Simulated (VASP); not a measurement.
Here is a VASP 6.6.1 calculation.

The input INCAR:

```
SYSTEM = HfO2
PREC = Accurate
ENCUT = 520
EDIFF = 1E-6
ISMEAR = 0
SIGMA = 0.05
LREAL = .False.
LASPH = .True.
NELM = 80
ALGO = Normal
ISIF = 2
LWAVE = .False.
LCHARG = .True.
GGA = PE
LELF = .True.
LVHAR = .True.
NBANDS = 18
```

The input KPOINTS:

```
regular mesh
0
Gamma
  8 8 8
  0 0 0
```

File POSCAR:

```
HfO2
1.0
    0.0000000000      2.3433357865      3.0463365224
    2.3433357865      0.0000000000      3.0463365224
    2.3433357865      2.3433357865      0.0000000000
Hf O
1 2
Direct
    0.0000000000      0.0000000000      0.0000000000
    0.2500000000      0.2500000000      0.2500000000
    0.7500000000      0.7500000000      0.7500000000
```

Potentials or basis: VASP PAW PBE potentials, release 64 (Hf_pv, O).

Command:

```console
$ cat potpaw_PBE.64/Hf_pv/POTCAR potpaw_PBE.64/O/POTCAR > POTCAR
$ mpirun -np 1 vasp_std > vasp.out
```

Task: Predict the band gap on the k mesh.

Result: Zero (band 11 reaches 5.68 eV, above the bottom of band 12 at 5.06 eV).

Task: Predict the pressure.

Result: -3.2 GPa.

Stress tensor (GPa, compression positive):
```
 38.11   0.00   0.00
  0.00  38.11   0.00
  0.00   0.00 -85.96
```

Caveat: spin-orbit coupling is left out, which moves the levels of the heavy elements.
